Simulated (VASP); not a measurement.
# BaTiO3 (R3m) in VASP: single point with PBE

Aim: the single point of BaTiO3 with PBE.

Program: VASP 6.6.1. These are calculated values, not measurements. Logs are shortened: lines on timing, memory, paths and dates and some standing lists are left out, and cuts for length are marked.

## 1. The cell of the first run

It takes space group R3m (No. 160, trigonal). The conventional cell has a = 5.714 Å, b = 5.714 Å, c = 7.028 Å, α = 90.00°, β = 90.00°, γ = 120.00°. Ba (site symmetry 3m) has 12 O at 2.82 to 2.92 Å and 8 Ti at 3.40 to 3.62 Å within 3.7 Å. Ti (site symmetry 3m) has 6 O at 1.89 to 2.16 Å within 2.5 Å. O (site symmetry m) has 2 Ti at 1.89 to 2.16 Å within 2.5 Å.

## 2. Single point, PBE

File INCAR:

```
SYSTEM = BaTiO3
PREC     = Accurate       ! precision mode
ENCUT    = 520            ! plane-wave cutoff, eV
EDIFF    = 1E-6           ! SCF threshold, eV
ISMEAR   = -1             ! smearing method
SIGMA    = 0.1            ! smearing width, eV
LREAL    = .FALSE.        ! projectors in reciprocal space
LASPH    = .TRUE.         ! aspherical terms in the spheres
NELM     = 80             ! most SCF steps
ALGO     = Normal         ! electronic algorithm
ISIF     = 2              ! what is computed and relaxed
LWAVE    = .FALSE.        ! write WAVECAR
LCHARG   = .FALSE.        ! write CHGCAR
GGA      = PE             ! functional
NBANDS   = 28             ! bands
```

File KPOINTS:

```
Automatic mesh
0
G
  6 6 6
  0 0 0
```

File POSCAR:

```
BaTiO3
1.0
    4.0459201900      0.0000000000      0.0000000000
    0.0115086700      4.0458999800      0.0000000000
    0.0115086700      0.0114783600      4.0458898800
Ba Ti O
1 1 3
Direct
    0.0000000000      0.0000000000      0.0000000000
    0.4845000000      0.4845000000      0.4845000000
    0.5086000000      0.5086000000      0.0175000000
    0.0175000000      0.5086000000      0.5086000000
    0.5086000000      0.0175000000      0.5086000000
```

Potentials or basis: VASP PAW PBE potentials, release 64 (Ba_sv, Ti_sv, O).

The run is started by

```sh
$ cat potpaw_PBE.64/Ba_sv/POTCAR potpaw_PBE.64/Ti_sv/POTCAR potpaw_PBE.64/O/POTCAR > POTCAR
$ mpirun -np 1 vasp_std > vasp.out
```

OUTCAR:

```text
SYSTEM = BaTiO3
   PREC = Accurate
   ENCUT = 520
   EDIFF = 1E-6
   ISMEAR = -1
   LREAL = .FALSE.
   LASPH = .TRUE.
   NELM = 80
   ISIF = 2
   GGA = PE

 ion  position               nearest neighbor table
   1  0.000  0.000  0.000-   3 2.82   4 2.82   5 2.82   4 2.86   3 2.86   3 2.86   4 2.86   5 2.86
                             5 2.86   3 2.92   4 2.92   5 2.92   2 3.40   2 3.47   2 3.47   2 3.47
   2  0.484  0.484  0.484-   5 1.89   4 1.89   3 1.89   5 2.16   4 2.16   3 2.16   1 3.40   1 3.47
                             1 3.47   1 3.47   1 3.54   1 3.54   1 3.54   1 3.62
   3  0.509  0.509  0.017-   2 1.89   2 2.16   1 2.82   1 2.86   1 2.86   1 2.92
   4  0.017  0.509  0.509-   2 1.89   2 2.16   1 2.82   1 2.86   1 2.86   1 2.92
   5  0.509  0.017  0.509-   2 1.89   2 2.16   1 2.82   1 2.86   1 2.86   1 2.92

  LATTYP: Found a trigonal (rhomboedric) cell.
 ALAT       =     4.0459225306
 COS(alpha) =     0.0028445107

  Lattice vectors:

 A1 = (   4.0459201900,   0.0000000000,   0.0000000000)
 A2 = (   0.0115086700,   4.0458999800,   0.0000000000)
 A3 = (   0.0115086700,   0.0114783600,   4.0458898800)

Analysis of symmetry for initial positions (statically):
=====================================================================
 Subroutine PRICEL returns:
 Original cell was already a primitive cell.

 Routine SETGRP: Setting up the symmetry group for a
 trigonal (rhombohedral) supercell.

 Subroutine GETGRP returns: Found  6 space group operations
 (whereof  6 operations were pure point group operations)
 out of a pool of 12 trial point group operations.

The static configuration has the point symmetry C_3v.

Analysis of symmetry for dynamics (positions and initial velocities):
=====================================================================
 Subroutine PRICEL returns:
 Original cell was already a primitive cell.

 Routine SETGRP: Setting up the symmetry group for a
 trigonal (rhombohedral) supercell.

 Subroutine GETGRP returns: Found  6 space group operations
 (whereof  6 operations were pure point group operations)
 out of a pool of 12 trial point group operations.

The dynamic configuration has the point symmetry C_3v.

 Subroutine INISYM returns: Found  6 space group operations
 (whereof  6 operations are pure point group operations),
 and found     1 'primitive' translations

----------------------------------------------------------------------------------------

                                     Primitive cell

  volume of cell :      66.2287

  direct lattice vectors                    reciprocal lattice vectors
     4.045920190  0.000000000  0.000000000     0.247162562 -0.000703060 -0.000701068
     0.011508670  4.045899980  0.000000000     0.000000000  0.247163797 -0.000701214
     0.011508670  0.011478360  4.045889880     0.000000000  0.000000000  0.247164414

  length of vectors
     4.045920190  4.045916348  4.045922531     0.247164556  0.247164791  0.247164414

  position of ions in fractional coordinates (direct lattice)
     0.000000000  0.000000000  0.000000000
     0.484500000  0.484500000  0.484500000
     0.508600000  0.508600000  0.017500000
     0.017500000  0.508600000  0.508600000
     0.508600000  0.017500000  0.508600000

  ion indices of the primitive-cell ions
   primitive index   ion index
                 1           1
                 2           2
                 3           3
                 4           4
                 5           5

----------------------------------------------------------------------------------------

 KPOINTS: Automatic mesh

Automatic generation of k-mesh.
 Grid dimensions read from file:
 generate k-points for:    6    6    6

 Generating k-lattice:

  Cartesian coordinates                     Fractional coordinates (reciprocal lattice)
     0.041193760 -0.000117177 -0.000116845     0.166666667 -0.000000000 -0.000000000
     0.000000000  0.041193966 -0.000116869     0.000000000  0.166666667 -0.000000000
     0.000000000  0.000000000  0.041194069     0.000000000  0.000000000  0.166666667

  Length of vectors
     0.041194093  0.041194132  0.041194069

  Shift w.r.t. Gamma in fractional coordinates (k-lattice)
     0.000000000  0.000000000  0.000000000

 Subroutine IBZKPT returns following result:
 ===========================================

 Found     32 irreducible k-points:

 Following reciprocal coordinates:
            Coordinates               Weight
  0.000000  0.000000  0.000000      1.000000
  0.166667  0.000000  0.000000      6.000000
  0.333333  0.000000  0.000000      6.000000
  0.500000  0.000000 -0.000000      3.000000
  0.166667  0.166667  0.000000      6.000000
  0.333333  0.166667  0.000000     12.000000
[... 16 lines left out ...]
  0.500000  0.500000  0.166667      6.000000
 -0.333333  0.500000  0.166667     12.000000
 [... further k-points ...]
   k-points           NKPTS =     32   k-points in BZ     NKDIM =     32   number of bands    NBANDS=     28
   number of dos      NEDOS =    301   number of ions     NIONS =      5
   total plane-waves  NPLWV =  27000
   dimension x,y,z NGX =    30 NGY =   30 NGZ =   30
   dimension x,y,z NGXF=    60 NGYF=   60 NGZF=   60
   ions per type =               1   1   3
   NGX,Y,Z   is equivalent  to a cutoff of  12.33, 12.33, 12.33 a.u.
   NGXF,Y,Z  is equivalent  to a cutoff of  24.65, 24.65, 24.65 a.u.
 SYSTEM =  BaTiO3
   PREC   = accura    normal or accurate (medium, high low for compatibility)
   ISTART =      0    job   : 0-new  1-cont  2-samecut
   ICHARG =      2    charge: 1-file 2-atom 10-const
   ISPIN  =      1    spin polarized calculation?
   LNONCOLLINEAR =      F non collinear calculations
   LSORBIT =      F    spin-orbit coupling
   LASPH  =      T    aspherical Exc in radial PAW
   ENCUT  =  520.0 eV  38.22 Ry    6.18 a.u.   7.52  7.52  7.52*2*pi/ulx,y,z
   NELM   =     80;   NELMIN=  2; NELMDL= -5     # of ELM steps
   EDIFF  = 0.1E-05   stopping-criterion for ELM
   LREAL  =      F    real-space projection
   EDIFFG = 0.1E-04   stopping-criterion for IOM
   NSW    =      0    number of steps for IOM
   IBRION =     -1    ionic relax: 0-MD 1-quasi-New 2-CG
   NFREE  =      0    steps in history (QN), initial steepest desc. (CG)
   ISIF   =      2    stress and relaxation
   ISYM   =      2    0-nonsym 1-usesym 2-fastsym
   POTIM  = 0.5000    time-step for ionic-motion
   TEBEG  =    0.0;   TEEND  =   0.0 temperature during run
   PSTRESS=    0.0 pullay stress
   NELECT =      40.0000    total number of electrons
   NUPDOWN=      -1.0000    fix difference up-down
   EMIN   =  10.00;   EMAX   =-10.00  energy-range for DOS
   EFERMI =   0.00;   METHOD = LEGACY
   ISMEAR =    -1;   SIGMA  =   0.10  broadening in eV -4-tet -1-fermi 0-gaus
   EFERMI_NEDOS =   21; number of points for ismear=-14 and -15
   IALGO  =     38    algorithm
   IMIX   =      4    mixing-type and parameters
     AMIX     =   0.40;   BMIX     =  1.00
     AMIX_MAG =   1.60;   BMIX_MAG =  1.00
  volume/ion in A,a.u.               =      13.25        89.39
  Fermi-wavevector in a.u.,A,eV,Ry     =   1.383819  2.615039 26.054549  1.914955
  Thomas-Fermi vector in A             =   2.508381
   LORBIT       =      0    0 simple, 1 ext, 2 COOP (PROOUT), +10 PAW based schemes
   GGA     = PE    functional components
[... 5 lines left out ...]
 non-spin polarized calculation
  energy-cutoff  :      520.00
  volume of cell :       66.23
 maximum number of plane-waves:      1803
   NGX = 15   NGY = 15   NGZ = 15

 number of electron      40.0000010 magnetization

 Free energy of the ion-electron system (eV)
  ---------------------------------------------------
  ext. energy  EPLUGINS =         0.00000000
  ---------------------------------------------------
  free energy    TOTEN  =       -40.04409029 eV

  energy without entropy =      -40.04408664  energy(sigma->0) =      -40.04408846

 E-fermi :   4.7127     XC(G=0): -11.0719

 val. band max:        3.5348544813   @ k =   0.5000   0.5000   0.5000
 cond. band min:       5.8364743882   @ k =   0.0000   0.0000   0.0000
 fundamental gap:      2.3016199069
 Fermi energy:         4.7127223433

 k-point     1 :       0.0000    0.0000    0.0000
  band No.  band energies     occupation
      1     -52.8884      2.00000
      2     -29.1282      2.00000
      3     -29.1237      2.00000
      4     -29.1237      2.00000
      5     -21.3511      2.00000
      6     -13.2256      2.00000
[... 20 lines left out ...]
     27       8.5663      0.00000
     28      10.5665      0.00000

 k-point     2 :       0.1667    0.0000    0.0000
  band No.  band energies     occupation
      1     -52.8882      2.00000
      2     -29.1371      2.00000
      3     -29.1258      2.00000
      4     -29.1233      2.00000
      5     -21.3267      2.00000
      6     -13.2372      2.00000
[... 20 lines left out ...]
     27       9.0741      0.00000
     28      11.2114      0.00000

 k-point     3 :       0.3333    0.0000    0.0000
  band No.  band energies     occupation
      1     -52.8878      2.00000
      2     -29.1594      2.00000
      3     -29.1252      2.00000
      4     -29.1225      2.00000
      5     -21.2770      2.00000
      6     -13.3321      2.00000
[... 20 lines left out ...]
     27      10.2491      0.00000
     28      11.7221      0.00000

 k-point     4 :       0.5000    0.0000   -0.0000
  band No.  band energies     occupation
      1     -52.8875      2.00000
      2     -29.1707      2.00000
      3     -29.1248      2.00000
      4     -29.1220      2.00000
      5     -21.2517      2.00000
      6     -13.4004      2.00000
[... 578 lines left out ...]
     27      10.9017      0.00000
     28      11.8221      0.00000

 k-point    23 :       0.5000    0.5000    0.1667
  band No.  band energies     occupation
      1     -52.8865      2.00000
      2     -29.1686      2.00000
      3     -29.1658      2.00000
      4     -29.1327      2.00000
      5     -21.1721      2.00000
      6     -12.7404      2.00000
[... 20 lines left out ...]
     27      11.8982      0.00000
     28      12.1937      0.00000

 k-point    24 :      -0.3333    0.5000    0.1667
  band No.  band energies     occupation
      1     -52.8867      2.00000
      2     -29.1681      2.00000
      3     -29.1561      2.00000
      4     -29.1331      2.00000
      5     -21.1881      2.00000
      6     -12.9073      2.00000
[... 20 lines left out ...]
     27      11.5540      0.00000
     28      11.9927      0.00000

 [... further k-points ...]
[... 5 lines left out ...]
  --------------------------------------------------------------------------------------
  -------------------------------------------------------------------------------------
  Total        0.5982462      0.5981818      0.5981208      0.0111303      0.0110676      0.0110988
  in kB       14.4725157     14.4709567     14.4694817      0.2692602      0.2677435      0.2684978
  external PRESSURE =      14.4709847 kB  Pullay stress =       0.0000000 kB

 VOLUME and BASIS-vectors are now :
 -----------------------------------------------------------------------------
  energy-cutoff  :      520.00
  volume of cell :       66.23
      direct lattice vectors                 reciprocal lattice vectors
     4.045920190  0.000000000  0.000000000     0.247162562 -0.000703060 -0.000701068
     0.011508670  4.045899980  0.000000000     0.000000000  0.247163797 -0.000701214
     0.011508670  0.011478360  4.045889880     0.000000000  0.000000000  0.247164414

 POSITION                                       TOTAL-FORCE (eV/Angst)
 -----------------------------------------------------------------------------------
      0.00000      0.00000      0.00000        -0.072827     -0.072621     -0.072415
      1.97140      1.96580      1.96023        -0.061552     -0.061377     -0.061204
      2.06381      2.05795      0.07080         0.026414      0.026339      0.081402
      0.08251      2.06358      2.05774         0.081552      0.026182      0.026108
      2.06381      0.07664      2.05774         0.026414      0.081477      0.026108
 -----------------------------------------------------------------------------------
    total drift:                               -0.000403     -0.000477     -0.000366

  FREE ENERGIE OF THE ION-ELECTRON SYSTEM (eV)
  ---------------------------------------------------
  free  energy   TOTEN  =       -40.0440902903 eV

  energy  without entropy=      -40.0440866379  energy(sigma->0) =      -40.04408846
```

It took 1.8 min on 1 thread of Intel Xeon 6975P-C, shared host; peak memory 0.18 GiB.

What came out:

| Item | Value |
| --- | --- |
| Free energy | -40.0441 eV |
| Pressure | 1.4 GPa |
| Largest force | 0.126 eV/Å |
| Band gap on the k mesh | 2.30 eV, indirect (least direct gap 2.72 eV) |

Forces in eV/Å, atoms in the order of the input:
```
Ba  -0.073 -0.073 -0.072
Ti  -0.062 -0.061 -0.061
O    0.026  0.026  0.081
O    0.082  0.026  0.026
O    0.026  0.081  0.026
```

Levels at points of the mesh, in eV from the valence-band top:
```
           k point  band 17  band 18  band 19  band 20  band 21  band 22  band 23  band 24
(0.00, 0.00, 0.00)    -1.02    -0.54    -0.42    -0.42     2.30     2.30     2.43     4.27
(0.50, 0.00, 0.00)    -1.62    -1.60    -0.95    -0.83     2.46     3.62     3.72     4.23
(0.50, 0.50, 0.00)    -1.63    -0.91    -0.86    -0.09     3.69     3.70     4.02     4.81
(0.50, 0.50, 0.50)    -2.35    -0.02    -0.02     0.00     4.13     4.28     4.28     6.45
```

Caveat: spin-orbit coupling is left out, which moves the levels of the heavy elements.
